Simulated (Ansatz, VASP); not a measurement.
# Sb in VASP and in Ansatz

```
Sb
1.0
     3.36875    0.00000    0.00000
    -1.68438    2.91742    0.00000
     0.00000    0.00000    5.57836
Sb
2
Cartesian
  0.0000 1.9449 1.3946
  1.6844 0.9725 4.1838
```

Alike in both runs: task single point; functional PBE; k mesh 11 × 11 × 6; occupations fermi-dirac, width 0.1 eV; non-collinear spin, spin-orbit coupling.

|  | VASP | Ansatz |
| --- | --- | --- |
| version | VASP 6.6.1 | Ansatz 0.2.0 |
| potentials or method | VASP PAW PBE potentials, release 64 (Sb), cutoff 520 eV | plane waves (420 eV) with PAW, fully relativistic with spin-orbit coupling |
| valence electrons in the cell | 10 | 30 |

|  | VASP | Ansatz | Ansatz less VASP |
| --- | --- | --- | --- |
| net moment per atom (μB) | 0.00 | 0.00 | 0.000 |

The functional is the same, so the differences come from potentials, cutoffs and numerics. VASP's potentials hold 10 valence electrons a cell and Ansatz's 30, so a difference there can come from the potentials and not from the codes.
